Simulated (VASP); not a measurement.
Here is a VASP 6.6.1 calculation.

Contents of INCAR:

```
SYSTEM = Nb2CN
PREC = Accurate
ENCUT = 520
EDIFF = 1E-6
ISMEAR = 1
SIGMA = 0.1
LREAL = .False.
LASPH = .True.
NELM = 100
ALGO = Normal
ISIF = 2
LWAVE = .False.
LCHARG = .False.
GGA = PS
NBANDS = 26
```

File KPOINTS:

```
regular mesh
0
Gamma
  8 8 8
  0 0 0
```

File POSCAR:

```
Nb2CN
1.0
    1.5884150000      0.9170720000      5.1899650000
   -1.5884150000      0.9170720000      5.1899650000
    0.0000000000     -1.8341440000      5.1899650000
Nb C N
2 1 1
Direct
    0.7434040000      0.7434040000      0.7434040000
    0.2565960000      0.2565960000      0.2565960000
    0.0000000000      0.0000000000      0.0000000000
    0.5000000000      0.5000000000      0.5000000000
```

Potentials or basis: VASP PAW PBE potentials, release 64 (Nb_sv, C, N).

The run is started by

```bash
$ cat potpaw_PBE.64/Nb_sv/POTCAR potpaw_PBE.64/C/POTCAR potpaw_PBE.64/N/POTCAR > POTCAR
$ mpirun -np 1 vasp_std > vasp.out
```

Question: Estimate the pressure.

Answer: -13.1 GPa.

Question: Predict the largest force.

Answer: 0.061 eV/Å.

Stress tensor (GPa, compression positive):
```
-13.20   0.00   0.00
  0.00 -13.20   0.00
  0.00   0.00 -12.83
```

Caveat: the PAW data sets were made with another functional, which shifts forces and pressure a little.
